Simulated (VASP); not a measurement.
# Zr (P6_3/mmc) in VASP: further runs, part 2 of 2

VASP 6.6.1.

## 3. Electric field gradients, PBE (23.51 Å³/atom)

This run uses another cell than the first one, of 23.51 Å³/atom.

File INCAR:

```
ALGO     = Normal         # electronic algorithm
EDIFF    = 1E-8           # SCF threshold, eV
ENCUT    = 520            # plane-wave cutoff, eV
GGA      = PE             # functional
ISIF     = 2              # what is computed and relaxed
ISMEAR   = -1             # smearing method
LASPH    = T              # aspherical terms in the spheres
LCHARG   = F              # write CHGCAR
LEFG     = T            
LREAL    = F              # projectors in reciprocal space
LWAVE    = F              # write WAVECAR
NBANDS   = 19             # bands
NELM     = 60             # most SCF steps
PREC     = Accurate       # precision mode
SIGMA    = 0.08           # smearing width, eV
```

File KPOINTS:

```
k-points
0
Gamma
  13 13 7
```

File POSCAR:

```
Zr
1.0
    3.2427358370      0.0000000000      0.0000000000
   -1.6213679184      2.8082916125      0.0000000000
    0.0000000000      0.0000000000      5.1640997934
Zr
2
Direct
    0.3333333333      0.6666666667      0.2500000000
    0.6666666667      0.3333333333      0.7500000000
```

Potentials or basis: VASP PAW PBE potentials, release 64 (Zr_sv).

Run with:

```bash
cat potpaw_PBE.64/Zr_sv/POTCAR > POTCAR
mpirun -np 1 vasp_std > vasp.out
```

OUTCAR:

```text
EDIFF = 1E-8
   ENCUT = 520
   GGA = PE
   ISIF = 2
   ISMEAR = -1
   LASPH = T
   LREAL = F
   NELM = 60
   PREC = Accurate

 ion  position               nearest neighbor table
   1  0.333  0.667  0.250-   2 3.19   2 3.19   2 3.19   2 3.19   2 3.19   2 3.19
   2  0.667  0.333  0.750-   1 3.19   1 3.19   1 3.19   1 3.19   1 3.19   1 3.19

  LATTYP: Found a hexagonal cell.
 ALAT       =     3.2427358370
 C/A-ratio  =     1.5925132521

  Lattice vectors:

 A1 = (   3.2427358370,   0.0000000000,   0.0000000000)
 A2 = (  -1.6213679184,   2.8082916125,   0.0000000000)
 A3 = (   0.0000000000,   0.0000000000,   5.1640997934)

Analysis of symmetry for initial positions (statically):
=====================================================================
 Subroutine PRICEL returns:
 Original cell was already a primitive cell.

 Routine SETGRP: Setting up the symmetry group for a
 hexagonal supercell.

 Subroutine GETGRP returns: Found 24 space group operations
 (whereof 12 operations were pure point group operations)
 out of a pool of 24 trial point group operations.

The static configuration has the point symmetry D_3d.
 The point group associated with its full space group is D_6h.

Analysis of symmetry for dynamics (positions and initial velocities):
=====================================================================
 Subroutine PRICEL returns:
 Original cell was already a primitive cell.

 Routine SETGRP: Setting up the symmetry group for a
 hexagonal supercell.

 Subroutine GETGRP returns: Found 24 space group operations
 (whereof 12 operations were pure point group operations)
 out of a pool of 24 trial point group operations.
[... 157 lines left out ...]
  band No.  band energies     occupation
      1     -39.9717      2.00000
      2     -39.8235      2.00000
      3     -18.4756      2.00000
      4     -17.6357      2.00000
      5     -17.6357      2.00000
      6     -17.5004      2.00000
[... 505 lines left out ...]
      6     -17.6746      2.00000
[... 11 lines left out ...]
     18      11.1535      0.00000
     19      13.5814      0.00000

 [... further k-points ...]

------------------------ aborting loop because EDIFF is reached ----------------------------------------

  FORCE on cell =-STRESS in cart. coord.  units (eV):
  Direction    XX          YY          ZZ          XY          YZ          ZX
  --------------------------------------------------------------------------------------
  -------------------------------------------------------------------------------------
  Total       -0.1861711     -0.1861711     -0.0105847     -0.0000000      0.0000000      0.0000000
  in kB       -6.3427051     -6.3427051     -0.3606121     -0.0000000      0.0000000      0.0000000
  external PRESSURE =      -4.3486741 kB  Pullay stress =       0.0000000 kB

 VOLUME and BASIS-vectors are now :
 -----------------------------------------------------------------------------
  energy-cutoff  :      520.00
  volume of cell :       47.03
      direct lattice vectors                 reciprocal lattice vectors
     3.242735837  0.000000000  0.000000000     0.308381580  0.178044188  0.000000000
    -1.621367918  2.808291613  0.000000000     0.000000000  0.356088376  0.000000000
     0.000000000  0.000000000  5.164099793     0.000000000  0.000000000  0.193644592

 POSITION                                       TOTAL-FORCE (eV/Angst)
 -----------------------------------------------------------------------------------
     -0.00000      1.87219      1.29102        -0.000000      0.000000      0.000000
      1.62137      0.93610      3.87307         0.000000     -0.000000      0.000000
 -----------------------------------------------------------------------------------
    total drift:                               -0.000000      0.000000     -0.000000

  FREE ENERGIE OF THE ION-ELECTRON SYSTEM (eV)
  ---------------------------------------------------
  free  energy   TOTEN  =       -17.0616633053 eV

  energy  without entropy=      -17.0165607418  energy(sigma->0) =      -17.03911202

 Electric field gradients (V/A^2)
---------------------------------------------------------------------
 ion       V_xx      V_yy      V_zz      V_xy      V_xz      V_yz
---------------------------------------------------------------------
   1     -20.382   -20.382    40.764     0.000     0.000    -0.000
   2     -20.382   -20.382    40.764     0.000    -0.000     0.000
---------------------------------------------------------------------

 Electric field gradients after diagonalization (V/A^2)
 (convention: |V_zz| > |V_xx| > |V_yy|)
----------------------------------------------------------------------
 ion       V_xx      V_yy      V_zz     asymmetry (V_yy - V_xx)/ V_zz
----------------------------------------------------------------------
   1     -20.382   -20.382    40.764       0.000
   2     -20.382   -20.382    40.764       0.000
----------------------------------------------------------------------

           NMR quadrupolar parameters

 Cq : quadrupolar parameter    Cq=e*Q*V_zz/h
 eta: asymmetry parameters     (V_yy - V_xx)/ V_zz
 Q  : nuclear electric quadrupole moment in mb (millibarn)
----------------------------------------------------------------------
 ion       Cq(MHz)       eta       Q (mb)
----------------------------------------------------------------------
   1       0.099       0.000       1.000
   2       0.099       0.000       1.000
----------------------------------------------------------------------
```

OSZICAR:

```text
N       E                     dE             d eps       ncg     rms          rms(c)
DAV:   1     0.214886495037E+03    0.21489E+03   -0.13244E+04  3200   0.125E+03
DAV:   2    -0.143028141920E+01   -0.21632E+03   -0.21211E+03  3633   0.365E+02
DAV:   3    -0.173206643330E+02   -0.15890E+02   -0.15723E+02  5709   0.714E+01
DAV:   4    -0.177687595181E+02   -0.44810E+00   -0.44756E+00  3757   0.121E+01
DAV:   5    -0.177838252829E+02   -0.15066E-01   -0.15061E-01  4754   0.153E+00    0.140E+01
DAV:   6    -0.171748500191E+02    0.60898E+00   -0.95101E-01  3490   0.734E+00    0.549E+00
DAV:   7    -0.170554537915E+02    0.11940E+00   -0.59833E-01  4389   0.511E+00    0.112E+00
DAV:   8    -0.170616091632E+02   -0.61554E-02   -0.41775E-02  4214   0.147E+00    0.250E-01
DAV:   9    -0.170617112547E+02   -0.10209E-03   -0.14960E-03  4143   0.341E-01    0.339E-02
DAV:  10    -0.170616636339E+02    0.47621E-04   -0.35370E-05  4170   0.348E-02    0.242E-02
DAV:  11    -0.170616636601E+02   -0.26193E-07   -0.97332E-06  3583   0.339E-02    0.319E-03
DAV:  12    -0.170616637346E+02   -0.74488E-07   -0.46951E-07  4787   0.428E-03    0.276E-03
DAV:  13    -0.170616633775E+02    0.35704E-06   -0.51380E-08  3433   0.194E-03    0.838E-04
DAV:  14    -0.170616633198E+02    0.57677E-07   -0.63321E-09  2001   0.964E-04    0.255E-04
DAV:  15    -0.170616633081E+02    0.11790E-07   -0.16337E-09  1926   0.423E-04    0.997E-05
DAV:  16    -0.170616633053E+02    0.27972E-08   -0.68891E-10  1917   0.282E-04
   1 F= -.17061663E+02 E0= -.17039112E+02  d E =-.451026E-01
```

Wall time 1.8 min (1 thread of Intel Xeon 8259CL, shared host); peak memory 0.2 GiB.

What came out:

| Quantity | Value |
| --- | --- |
| Free energy | -17.0617 eV |
| Pressure | -0.4 GPa |
| Band gap on the k mesh | zero (bands 12 and 13 overlap by 1.10 eV) |
| Largest electric field gradient by atom | Zr +40.8 V/Å² |

Stress tensor (GPa, compression positive):
```
-0.63  0.00  0.00
 0.00 -0.63  0.00
 0.00  0.00 -0.04
```

Electric field gradients, principal values (V/Å²):
```csv
atom,least,middle,greatest (by size)
1 Zr,-20.382,-20.382,40.764
2 Zr,-20.382,-20.382,40.764
```

Caveat: without QUAD_EFG the Cq values of the log hold for a quadrupole moment of 1 mb, not for the nuclei.
